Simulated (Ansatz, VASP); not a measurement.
# Si in VASP and in Ansatz

```
CELL_PARAMETERS angstrom
0.00000 2.71642 2.71642
2.71642 0.00000 2.71642
2.71642 2.71642 0.00000
ATOMIC_POSITIONS crystal
Si 0.00000 0.00000 0.00000
Si 0.25000 0.25000 0.25000
```

Alike in both runs: functional PBEsol; k mesh 9 × 9 × 9; occupations fermi-dirac, width 0.01 eV; no spin polarisation.

Ansatz relaxed the structure, and its values are those at the end. VASP's run is a single point on that final structure, the one shown.

|  | VASP | Ansatz |
| --- | --- | --- |
| version | VASP 6.6.1 | Ansatz 0.2.0 |
| potentials or method | VASP PAW PBE potentials, release 64 (Si), cutoff 520 eV | plane-wave PAW DFT |
| valence electrons in the cell | 8 | 8 |

VASP gave:

```
pressure (GPa) : 0.2
```

What did Ansatz give for the same quantities?

Pressure (GPa): 0.0.

VASP's potentials were made for PBE, not for PBEsol, and Ansatz warns of the same on its side.
